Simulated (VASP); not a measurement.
# CoSn (d3) (P6/mmm) in VASP: notebook, part 2 of 2

VASP 6.6.1. The steps go on from the part before.

## 3. Relaxation of cell and atoms, PBE+D3(BJ)

This run uses another cell than the first one, of 16.63 Å³/atom, 1.002 times its volume.

The input, INCAR:

```
PREC     = Accurate       # precision mode
ENCUT    = 600            # plane-wave cutoff, eV
EDIFF    = 1E-6           # SCF threshold, eV
ISMEAR   = 0              # smearing method
SIGMA    = 0.1            # smearing width, eV
LREAL    = F              # projectors in reciprocal space
LASPH    = T              # aspherical terms in the spheres
NELM     = 100            # most SCF steps
ALGO     = Normal         # electronic algorithm
ISIF     = 3              # what is computed and relaxed
LWAVE    = F              # write WAVECAR
LCHARG   = F              # write CHGCAR
GGA      = PE             # functional
IVDW     = 12             # dispersion correction
IBRION   = 2              # ionic algorithm
NSW      = 100            # ionic steps
EDIFFG   = -0.002         # ionic threshold
```

The input, KPOINTS:

```
Automatic mesh
0
Gamma
  9 9 8
```

The input, POSCAR:

```
CoSn
1.0
    5.2460399276      0.0000000000      0.0000000000
   -2.6230199638      4.5432038466      0.0000000000
    0.0000000000      0.0000000000      4.1875903000
Co Sn
3 3
Direct
    0.0000000000      0.5000000000      0.0000000000
    0.5000000000      0.5000000000      0.0000000000
    0.5000000000      0.0000000000      0.0000000000
    0.6666666700      0.3333333300      0.5000000000
    0.3333333300      0.6666666700      0.5000000000
    0.0000000000      0.0000000000      0.0000000000
```

Potentials or basis: VASP PAW PBE potentials, release 64 (Co, Sn_d).

Launch:

```sh
$ cat potpaw_PBE.64/Co/POTCAR potpaw_PBE.64/Sn_d/POTCAR > POTCAR
$ mpirun -np 1 vasp_std > vasp.out
```

Wall time 8.4 min (1 thread of AMD EPYC 9R45 (Zen 5), shared host); peak memory 0.39 GiB.

Results (log left out):

```yaml
Free_energy: -35.8246 eV
Relaxed_volume: 16.59 Å³/atom
Relaxed_cell: a = 5.241 Å, b = 5.241 Å, c = 4.184 Å, α = 90.00°, β = 90.00°, γ = 120.00°
Space_group_after_relaxing_to_0.05_Å: P6/mmm (No. 191)
Energy_gained_by_relaxing: 0.1 meV/atom
Ionic_steps: 7
Pressure_after_relaxing: 0.0 GPa
Dispersion_energy_per_atom: -0.435 eV
```

The path:
| step | energy change (eV) | largest force (eV/Å) | pressure (GPa) | volume (Å³) |
| --- | --- | --- | --- | --- |
| 1 | 0.0000 | 0.0000 | -0.39 | 99.81 |
| 2 | 0.0000 | 0.0000 | 0.42 | 99.22 |
| 3 | -0.0004 | 0.0000 | 0.02 | 99.49 |
| 4 | -0.0004 | 0.0000 | -0.02 | 99.51 |
| 5 | -0.0004 | 0.0000 | 0.02 | 99.50 |
| 6 | -0.0004 | 0.0000 | -0.03 | 99.53 |
| 7 | -0.0004 | 0.0000 | 0.01 | 99.52 |

Final structure:
```
Co Sn
1.0
     5.24070    0.00000    0.00000
    -2.62035    4.53858    0.00000
     0.00000    0.00000    4.18395
Co Sn
3 3
Cartesian
  -1.3102 2.2693 0.0000
  1.3102 2.2693 0.0000
  2.6204 0.0000 0.0000
  2.6204 1.5129 2.0920
  0.0000 3.0257 2.0920
  0.0000 0.0000 0.0000
```

Levels at points of the mesh, in eV from the Fermi level:
| k point | band 31 | band 32 | band 33 | band 34 | band 35 | band 36 | band 37 | band 38 |
| --- | --- | --- | --- | --- | --- | --- | --- | --- |
| (0.00, 0.00, 0.00) | -0.43 | -0.43 | -0.40 | -0.40 | 0.55 | 0.67 | 1.43 | 1.43 |
| (0.00, 0.00, 0.50) | -0.93 | -0.50 | -0.49 | -0.49 | -0.39 | -0.39 | -0.14 | 0.55 |

Caveat: spin-orbit coupling is left out, which moves the levels of the heavy elements; pairwise dispersion overbinds metals, which lowers pressure and volume.

## 4. Single point, PBE+D3(BJ)

This run uses another cell than the first one, of 16.64 Å³/atom, 1.003 times its volume.

The input, INCAR:

```
PREC     = Accurate       # precision mode
ENCUT    = 520            # plane-wave cutoff, eV
EDIFF    = 1E-7           # SCF threshold, eV
ISMEAR   = -1             # smearing method
SIGMA    = 0.15           # smearing width, eV
LREAL    = F              # projectors in reciprocal space
LASPH    = T              # aspherical terms in the spheres
NELM     = 100            # most SCF steps
ALGO     = Normal         # electronic algorithm
ISIF     = 2              # what is computed and relaxed
LWAVE    = F              # write WAVECAR
LCHARG   = F              # write CHGCAR
GGA      = PE             # functional
IVDW     = 12             # dispersion correction
NBANDS   = 44             # bands
```

KPOINTS is that of step 3.

The input, POSCAR:

```
CoSn
1.0
    5.2324041475      0.0000000000      0.0000000000
   -2.6162020737      4.5313949146      0.0000000000
    0.0000000000      0.0000000000      4.2104144225
Co Sn
3 3
Direct
    0.0000000000      0.5000000000      0.0000000000
    0.5000000000      0.5000000000      0.0000000000
    0.5000000000      0.0000000000      0.0000000000
    0.6666666667      0.3333333333      0.5000000000
    0.3333333333      0.6666666667      0.5000000000
    0.0000000000      0.0000000000      0.0000000000
```

Potentials or basis: VASP PAW PBE potentials, release 64 (Co, Sn_d).

Launch:

```sh
$ cat potpaw_PBE.64/Co/POTCAR potpaw_PBE.64/Sn_d/POTCAR > POTCAR
$ mpirun -np 1 vasp_std > vasp.out
```

OUTCAR:

```text
PREC = Accurate
   ENCUT = 520
   EDIFF = 1E-7
   ISMEAR = -1
   LREAL = F
   LASPH = T
   NELM = 100
   ISIF = 2
   GGA = PE
   IVDW = 12
 IVDW          = 12

 ion  position               nearest neighbor table
   1  0.000  0.500  0.000-   4 2.59   5 2.59   4 2.59   5 2.59   6 2.62   6 2.62   2 2.62   2 2.62
                             3 2.62   3 2.62
   2  0.500  0.500  0.000-   4 2.59   5 2.59   4 2.59   5 2.59   3 2.62   3 2.62   1 2.62   1 2.62
                             6 2.62   6 2.62
[... 1346 lines left out ...]
  --------------------------------------------------------------------------------------
  -------------------------------------------------------------------------------------
  Total      -0.02508    -0.02508    -0.09098    -0.00000     0.00000     0.00000
  in kB      -0.40249    -0.40249    -1.46008    -0.00000     0.00000     0.00000
  external pressure =       -0.76 kB  Pullay stress =        0.00 kB

 VOLUME and BASIS-vectors are now :
 -----------------------------------------------------------------------------
  energy-cutoff  :      520.00
  volume of cell :       99.83
      direct lattice vectors                 reciprocal lattice vectors
     5.232404147  0.000000000  0.000000000     0.191116736  0.110341299  0.000000000
    -2.616202074  4.531394915  0.000000000     0.000000000  0.220682597  0.000000000
     0.000000000  0.000000000  4.210414423     0.000000000  0.000000000  0.237506312

 POSITION                                       TOTAL-FORCE (eV/Angst)
 -----------------------------------------------------------------------------------
     -1.30810      2.26570      0.00000         0.000000      0.000000      0.000000
      1.30810      2.26570      0.00000         0.000000      0.000000      0.000000
      2.61620      0.00000      0.00000         0.000000      0.000000      0.000000
      2.61620      1.51046      2.10521        -0.000000     -0.000000      0.000000
     -0.00000      3.02093      2.10521         0.000000      0.000000      0.000000
      0.00000      0.00000      0.00000         0.000000      0.000000      0.000000
 -----------------------------------------------------------------------------------
    total drift:                               -0.000000      0.000000     -0.000000

  FREE ENERGIE OF THE ION-ELECTRON SYSTEM (eV)
  ---------------------------------------------------
  free  energy   TOTEN  =       -35.9626576254 eV

  energy  without entropy=      -35.6144811402  energy(sigma->0) =      -35.78856938
```

stdout:

```text
POSCAR found type information on POSCAR CoSn
 POSCAR found :  2 types and       6 ions
 scaLAPACK will be used
 LDA part: xc-table for (Slater+PW92), standard interpolation
 POSCAR, INCAR and KPOINTS ok, starting setup
 FFT: planning ... GRIDC
 FFT: planning ... GRID_SOFT
 FFT: planning ... GRID
 WAVECAR not read
 entering main loop
```

It took 1.9 min on 1 thread of AMD EPYC 9R45 (Zen 5), shared host; peak memory 0.33 GiB.

What came out:

```
Free energy                : -35.9627 eV
Pressure                   : -0.1 GPa
Dispersion energy per atom : -0.433 eV
```

Levels at points of the mesh, in eV from the Fermi level:
```tsv
k point	band 30	band 31	band 32	band 33	band 34	band 35	band 36	band 37	band 38	band 39
(0.00, 0.00, 0.00)	-0.59	-0.59	-0.57	-0.50	-0.50	0.39	0.55	1.30	1.30	2.84
(0.00, 0.00, 0.50)	-1.04	-1.04	-0.62	-0.59	-0.59	-0.55	-0.55	-0.18	0.39	1.21
```

Caveat: spin-orbit coupling is left out, which moves the levels of the heavy elements; pairwise dispersion overbinds metals, which lowers pressure and volume.

## 5. Summary

```csv
task,cell,cutoff (eV),smearing,gap on the mesh (eV),pressure (GPa)
single point,"a = 5.241, b = 5.241, c = 4.186 Å, angles 90.0, 90.0, 120.0°, 6 atoms",520,gaussian 0.1 eV,none,-0.1
relaxation of cell and atoms,"relaxed from a = 5.246, b = 5.246, c = 4.188 Å, angles 90.0, 90.0, 120.0°, 6 atoms",600,gaussian 0.1 eV,none,0.0
single point,"a = 5.232, b = 5.232, c = 4.210 Å, angles 90.0, 90.0, 120.0°, 6 atoms",520,fermi-dirac 0.15 eV,none,-0.1
```

Alike in all rows: level PBE+D3(BJ); potentials or basis VASP PAW PBE potentials, release 64 (Co, Sn_d); no spin polarisation; k mesh 9 × 9 × 8.

Caveats: spin-orbit coupling is left out, which moves the levels of the heavy elements; pairwise dispersion overbinds metals, which lowers pressure and volume.

Absolute energies hang on the potentials; compare differences alone.
